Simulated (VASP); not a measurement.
Here is a VASP 6.6.1 calculation.

Contents of INCAR:

```
SYSTEM = In2SbO6
PREC     = Accurate       ! precision mode
ENCUT    = 520            ! plane-wave cutoff, eV
EDIFF    = 1E-6           ! SCF threshold, eV
ISMEAR   = -1             ! smearing method
SIGMA    = 0.1            ! smearing width, eV
LREAL    = .FALSE.        ! projectors in reciprocal space
LASPH    = .TRUE.         ! aspherical terms in the spheres
NELM     = 100            ! most SCF steps
ALGO     = Normal         ! electronic algorithm
ISIF     = 2              ! what is computed and relaxed
LWAVE    = .FALSE.        ! write WAVECAR
LCHARG   = .FALSE.        ! write CHGCAR
GGA      = PE             ! functional
NBANDS   = 44             ! bands
```

KPOINTS

```
Automatic mesh
0
G
  5 5 4
  0 0 0
```

POSCAR

```
In2SbO6
1.0
    0.0000000000      3.9833640000      0.0000000000
    6.7112440000     -1.9916820000      0.0000000000
    1.2520030000      0.0000000000     -4.9606090000
O Sb In
6 1 2
Direct
    0.3785335714      0.7570671428      0.7846375653
    0.6214664286      0.2429328572      0.2153624347
    0.7385599255      0.4771198511      0.7061402650
    0.2614400745      0.5228801489      0.2938597350
    0.9508338009      0.9016676017      0.3200093888
    0.0491661991      0.0983323983      0.6799906112
    0.5000000000      0.0000000000      0.5000000000
    0.8025014570      0.6050029140      0.2383014872
    0.1974985430      0.3949970860      0.7616985128
```

Potentials or basis: VASP PAW PBE potentials, release 64 (O, Sb, In_d).

Run with:

```console
$ cat potpaw_PBE.64/O/POTCAR potpaw_PBE.64/Sb/POTCAR potpaw_PBE.64/In_d/POTCAR > POTCAR
$ mpirun -np 1 vasp_std > vasp.out
```

(1) Predict the largest force.

(2) Estimate the pressure.

## Answers

(1) 0.180 eV/Å.

(2) -6.6 GPa.

Caveat: an odd number of electrons without spin polarisation forces a metal; a magnetic or distorted state may lie lower.
